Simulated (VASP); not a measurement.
Runs of VASP 6.6.1 on Ag. The structure is that of space group P6_3/mmc (No. 194), or close to it. The cells are those of the table. This isn't the form of Ag at room conditions, which is fcc.

```csv
task,cell,gap on the mesh (eV),pressure (GPa)
electric field gradients,"a = 2.896, b = 2.896, c = 10.033 Å, angles 90.0, 90.0, 120.0°, 4 atoms",none,(a)
single point,"a = 2.924, b = 2.924, c = 10.132 Å, angles 90.0, 90.0, 120.0°, 4 atoms",none,-13.3
single point,"a = 2.943, b = 2.943, c = 10.196 Å, angles 90.0, 90.0, 120.0°, 4 atoms",none,(b)
electric field gradients,"a = 2.847, b = 2.847, c = 9.865 Å, angles 90.0, 90.0, 120.0°, 4 atoms",none,-7.9
electric field gradients,"a = 2.827, b = 2.827, c = 9.796 Å, angles 90.0, 90.0, 120.0°, 4 atoms",none,-5.9
electric field gradients,"a = 2.905, b = 2.905, c = 10.066 Å, angles 90.0, 90.0, 120.0°, 4 atoms",none,-12.3
electric field gradients,"a = 2.924, b = 2.924, c = 10.132 Å, angles 90.0, 90.0, 120.0°, 4 atoms",none,-13.3
```

Alike in all rows: level LDA; potentials or basis VASP PAW LDA potentials, release 64 (Ag); no spin polarisation; k mesh 14 × 14 × 4; cutoff (eV) 520; smearing fermi-dirac 0.08 eV.

Question: Estimate the missing entries.

Answer: (a) -11.7; (b) -14.2.

Caveats: the cell stands under tension (at least some runs); the stress differs along the axes, from -10 to -4 GPa (at least some runs).

A k mesh can miss the band edges, and the runs leave out spin-orbit coupling on Ag.

A gap of «none» marks levels without a gap at the run's occupations.
